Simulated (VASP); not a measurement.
A run of VASP 6.6.1:

INCAR

```
SYSTEM = Sn
  PREC = Accurate
  ENCUT = 520
  EDIFF = 1E-7
  ISMEAR = 0
  SIGMA = 0.015
  LREAL = .FALSE.
  LASPH = .TRUE.
  NELM = 60
  ALGO = Normal
  ISIF = 2
  LWAVE = .FALSE.
  LCHARG = .FALSE.
  GGA = PE
  NBANDS = 21
```

The input KPOINTS:

```
regular mesh
0
G
  7 7 7
  0 0 0
```

The input POSCAR:

```
Sn
1.0
    0.0000000000      3.2333428000      3.2333428000
    3.2333428000      0.0000000000      3.2333428000
    3.2333428000      3.2333428000      0.0000000000
Sn
2
Direct
    0.7500000000      0.7500000000      0.7500000000
    0.5000000000      0.5000000000      0.5000000000
```

Potentials or basis: VASP PAW PBE potentials, release 64 (Sn_d).

The run is started by

```sh
$ cat potpaw_PBE.64/Sn_d/POTCAR > POTCAR
$ mpirun -np 1 vasp_std > vasp.out
```

Hardware: 1 thread of Intel Xeon 6975P-C (shared host).

Question: How long does it take, and how much memory?

Answer: Wall time 31 s on 1 thread of Intel Xeon 6975P-C, on a shared host, peak memory 0.2 GiB. Counts: scf iterations 13, k points 20.
